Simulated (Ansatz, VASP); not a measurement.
# One calculation of Ti, two programs

The input INCAR:

```
SYSTEM = Ti
PREC = Accurate ; ENCUT = 520
EDIFF = 1E-6 ; ISMEAR = 0
SIGMA = 0.15 ; LREAL = .FALSE.
LASPH = .TRUE. ; NELM = 80
ALGO = Fast ; ISIF = 2
LWAVE = .FALSE. ; LCHARG = .FALSE.
GGA = PS ; NBANDS = 19
```

The input KPOINTS:

```
regular mesh
0
G
  18 18 10
  0 0 0
```

POSCAR

```
Ti
1.0
    2.9057478925      0.0000000000      0.0000000000
   -1.4528739462      2.5164514919      0.0000000000
    0.0000000000      0.0000000000      4.6860000000
Ti
2
Direct
    0.3333333333      0.6666666667      0.2500000000
    0.6666666667      0.3333333333      0.7500000000
```

Input for Ansatz:

```yaml
crystal:
  lattice:
    - [2.9057478925, 0.0, 0.0]
    - [-1.4528739462, 2.5164514919, 0.0]
    - [0.0, 0.0, 4.686]
  atoms:
    - { symbol: Ti, position: [0.3333333333, 0.6666666667, 0.25] }
    - { symbol: Ti, position: [0.6666666667, 0.3333333333, 0.75] }
basis:
  ecutwfc: 420
kpoints:
  mp_grid: { grid: [18, 18, 10] }
hamiltonian:
  xc: pbesol
scf:
  occupations: { method: gaussian, width: 0.15 }
output:
  forces: true
  stress: true
  eigenvalues: true
```

Change from the starting cell: strain -0.0150 x Voigt [1, 1, 0, 0, 0, 0], atoms carried along.

Alike in both runs: task single point; functional PBEsol; k mesh 18 × 18 × 10; occupations gaussian, width 0.15 eV; no spin polarisation.

|  | VASP | Ansatz |
| --- | --- | --- |
| version | VASP 6.6.1 | Ansatz 0.2.0 |
| potentials or method | VASP PAW PBE potentials, release 64 (Ti_sv), cutoff 520 eV | scalar-relativistic, plane waves, PAW |
| valence electrons in the cell | 24 | 24 |

|  | VASP | Ansatz | Ansatz less VASP |
| --- | --- | --- | --- |
| gap on the k mesh at the Fermi level (eV) | none | none | - |
| pressure (GPa) | -3.3 | -2.8 | +0.52 |
| traceless stress, the component that is largest in VASP (GPa) | -1.44 | -1.45 | -0.013 |

VASP's potentials were made for PBE, not for PBEsol. A gap of «none» marks a metal or a gap that the smearing closes.
